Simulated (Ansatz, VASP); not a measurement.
**One calculation of SnO2, two programs**

The input INCAR:

```
SYSTEM = SnO2
PREC = Accurate ; ENCUT = 520
EDIFF = 1E-7 ; ISMEAR = 0
SIGMA = 0.05 ; LREAL = .FALSE.
LASPH = .TRUE. ; NELM = 60
ALGO = Normal ; ISIF = 2
LWAVE = .FALSE. ; LCHARG = .TRUE.
GGA = PE ; LELF = .TRUE.
LVHAR = .TRUE. ; NBANDS = 20
```

KPOINTS

```
regular mesh
0
G
  12 12 12
  0 0 0
```

Contents of POSCAR:

```
SnO2
1.0
    1.6571852238      0.9567763351      5.0412117607
   -1.6571852238      0.9567763351      5.0412117607
    0.0000000000     -1.9135526701      5.0412117607
Sn O
1 2
Direct
    0.5000000000      0.5000000000      0.5000000000
    0.2348826742      0.2348826742      0.2348826742
    0.7651173258      0.7651173258      0.7651173258
```

Input for Ansatz:

```yaml
crystal:
  lattice:
    - [1.6571852238, 0.9567763351, 5.0412117607]
    - [-1.6571852238, 0.9567763351, 5.0412117607]
    - [0.0, -1.9135526701, 5.0412117607]
  atoms:
    - { symbol: Sn, position: [0.5, 0.5, 0.5] }
    - { symbol: O, position: [0.2348826742, 0.2348826742, 0.2348826742] }
    - { symbol: O, position: [0.7651173258, 0.7651173258, 0.7651173258] }
basis:
  ecutwfc: 520.0
kpoints:
  mp_grid: { grid: [12, 12, 12] }
hamiltonian:
  xc: pbe
  pseudopotentials: { kind: paw, azcp: { folder: soft_1 } }
scf:
  occupations: { method: gaussian, width: 0.05 }
output:
  forces: true
  stress: true
  eigenvalues: true
```

Change from the starting cell: mode 4 frozen in at +0.000 Å, equal normal strain along x, y and z +0.0250.

Alike in both runs: task single point; functional PBE; k mesh 12 × 12 × 12; occupations gaussian, width 0.05 eV; no spin polarisation.

|  | VASP | Ansatz |
| --- | --- | --- |
| version | VASP 6.6.1 | Ansatz 0.2.0 |
| potentials or method | VASP PAW PBE potentials, release 64 (Sn_d, O), cutoff 520 eV | scalar-relativistic, plane waves, PAW |
| valence electrons in the cell | 26 | 26 |

```csv
,VASP,Ansatz,Ansatz less VASP
gap on the k mesh at the Fermi level (eV),1.57,1.59,+0.021
least direct gap on the mesh (eV),1.69,1.70,+0.017
pressure (GPa),-8.1,-8.6,-0.44
"traceless stress, the component that is largest in VASP (GPa)",3.27,3.56,+0.294
rms of the force components (eV/Å),0.304,0.325,+0.0218
```

Atom by atom the forces differ by 0.022 eV/Å (rms over components).
